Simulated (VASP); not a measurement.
A run of VASP 6.6.1:

File INCAR:

```
PREC     = Accurate       # precision mode
ENCUT    = 520            # plane-wave cutoff, eV
EDIFF    = 1E-6           # SCF threshold, eV
ISMEAR   = -1             # smearing method
SIGMA    = 0.15           # smearing width, eV
LREAL    = Auto         
LASPH    = True           # aspherical terms in the spheres
NELM     = 80             # most SCF steps
ALGO     = Normal         # electronic algorithm
ISIF     = 2              # what is computed and relaxed
LWAVE    = False          # write WAVECAR
LCHARG   = False          # write CHGCAR
GGA      = PS             # functional
NBANDS   = 120            # bands
```

KPOINTS

```
Automatic mesh
0
Gamma
  2 2 1
```

File POSCAR:

```
In16B
1.0
    6.4300000000      0.0000000000      0.0000000000
    0.0000000000      6.4300000000      0.0000000000
    0.0000000000      0.0000000000      9.8640000000
In B
16 1
Direct
    0.0157698289      0.0662674961      0.0224148418
    0.5072628305      0.0400000000     -0.0332218167
   -0.0116018663      0.5064074650      0.0745235199
    0.0215396579      0.0749144635      0.4656832928
    0.3759875583      0.2847900467      0.2309205191
    0.4804665630      0.5632659409     -0.0084448500
    0.4436080871      0.0622239502      0.4876926196
    0.7465318818      0.1075116641      0.2602088402
    0.0478538103      0.5142457232      0.5008515815
    0.2644323484      0.7570139969      0.2740977291
    0.2452255054      0.2211975117      0.7447080292
    0.5364541213      0.4781181960      0.5492193836
    0.7004043546      0.5589113530      0.2845194647
    0.7806687403      0.2761430793      0.7683394161
    0.0951321928      0.7325660964      0.7641626115
    0.6232970451      0.7347589425      0.7409468775
    0.1996423017      0.7952566096     -0.0321573398
```

Potentials or basis: VASP PAW PBE potentials, release 64 (In_d, B).

The run is started by

```console
$ cat potpaw_PBE.64/In_d/POTCAR potpaw_PBE.64/B/POTCAR > POTCAR
$ mpirun -np 1 vasp_std > vasp.out
```

Hardware: 1 thread of Intel(R) Xeon(R) Platinum 8488C (Sapphire Rapids), with other jobs on the host.

Question: Estimate the wall time of this run.

Answer: It took 3.3 min on 1 thread of Intel(R) Xeon(R) Platinum 8488C (Sapphire Rapids), on a shared host, peak memory 0.48 GiB. Counts: scf iterations 17, k points 4.
